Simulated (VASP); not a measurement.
Set up this calculation in VASP 6.6.1, as the native input.

```yaml
Task: single point
Functional: PBE
Potentials_or_basis: VASP PAW PBE potentials, release 64 (Tm_3, P), 4f in core
Cutoff: 500 eV
k_mesh: 4 × 4 × 4
Occupations: gaussian, width 0.1 eV
Spin: no spin polarisation
Dipole_correction: no
Further_INCAR_settings: ALGO = Normal; EDIFF = 1e-06; NBANDS = 28
```

The structure of TmP2 lies in POSCAR:

```
TmP2
1.0
    0.0000000000      4.0508954300      4.0508954300
    4.0508954300      0.0000000000      4.0508954300
    4.0508954300      4.0508954300      0.0000000000
Tm P
2 4
Direct
    0.5000000000      0.5000000000      0.5000000000
    0.7500000000      0.7500000000      0.7500000000
    0.6250000000      0.1250000000      0.1250000000
    0.1250000000      0.1250000000      0.1250000000
    0.1250000000      0.1250000000      0.6250000000
    0.1250000000      0.6250000000      0.1250000000
```

The cell was generated, and may not be a known phase.

One way to write it, as run:

INCAR

```
SYSTEM = TmP2
PREC = Accurate ; ENCUT = 500
EDIFF = 1E-6 ; ISMEAR = 0
SIGMA = 0.1 ; LREAL = .FALSE.
LASPH = .TRUE. ; NELM = 200
ALGO = Normal ; ISIF = 2
LWAVE = .FALSE. ; LCHARG = .FALSE.
GGA = PE ; NBANDS = 28
GGA_COMPAT = .FALSE. ; LMAXMIX = 6
```

KPOINTS

```
Automatic mesh
0
G
  4 4 4
  0 0 0
```

Potentials or basis: VASP PAW PBE potentials, release 64 (Tm_3, P), 4f in core.

Launch:

```bash
$ cat potpaw_PBE.64/Tm_3/POTCAR potpaw_PBE.64/P/POTCAR > POTCAR
$ mpirun -np 1 vasp_std > vasp.out
```

Results of the run:

The pressure is -11.5 GPa. The band gap on the k mesh is zero (bands 19 and 20 overlap by 2.59 eV).

Caveat: the cell stands under tension; spin-orbit coupling is left out, which moves the levels of the heavy elements; the 4f electrons are frozen in the core, so they carry no moment and show no levels.

It took 27 s on 1 thread of Intel(R) Xeon(R) Platinum 8559C (Emerald Rapids), on a shared host, peak memory 0.25 GiB.
